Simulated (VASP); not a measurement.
Runs of VASP 6.6.1 on Rh. The structure is that of space group P6_3/mmc (No. 194), or close to it. The cells are those of the table. This isn't the form of Rh at room conditions, which is fcc.

```csv
cell,further INCAR settings,gap on the mesh (eV),pressure (GPa)
"a = 2.808, b = 2.808, c = 4.189 Å, angles 90.0, 90.0, 120.0°, 2 atoms",ALGO = Fast; EDIFF = 1e-06; NBANDS = 22,none,-16.7
"a = 2.570, b = 2.570, c = 5.001 Å, angles 90.0, 90.0, 120.0°, 2 atoms",ALGO = Fast; EDIFF = 1e-07; NBANDS = 22,none,-8.5
"a = 2.883, b = 2.883, c = 3.974 Å, angles 90.0, 90.0, 120.0°, 2 atoms",ALGO = Fast; EDIFF = 1e-07; NBANDS = 22,none,(a)
"a = 2.646, b = 2.646, c = 4.719 Å, angles 90.0, 90.0, 120.0°, 2 atoms",ALGO = Fast; EDIFF = 1e-06; NBANDS = 22,none,-16.2
```

Alike in all rows: task single point; level LDA; potentials or basis VASP PAW LDA potentials, release 64 (Rh_pv); no spin polarisation; k mesh 24 × 24 × 12; cutoff (eV) 520; smearing gaussian 0.15 eV.

Problem. Estimate the missing entries.

Solution. (a) -11.8.

Caveats: the stress differs along the axes, from -22 to -6 GPa (at least some runs); the stress differs along the axes, from -40 to 7 GPa (at least some runs); the stress differs along the axes, from -21 to 7 GPa (at least some runs); the stress differs along the axes, from -32 to -8 GPa (at least some runs).

A k mesh can miss the band edges, and the runs leave out spin-orbit coupling on Rh.

A gap of «none» marks levels without a gap at the run's occupations.
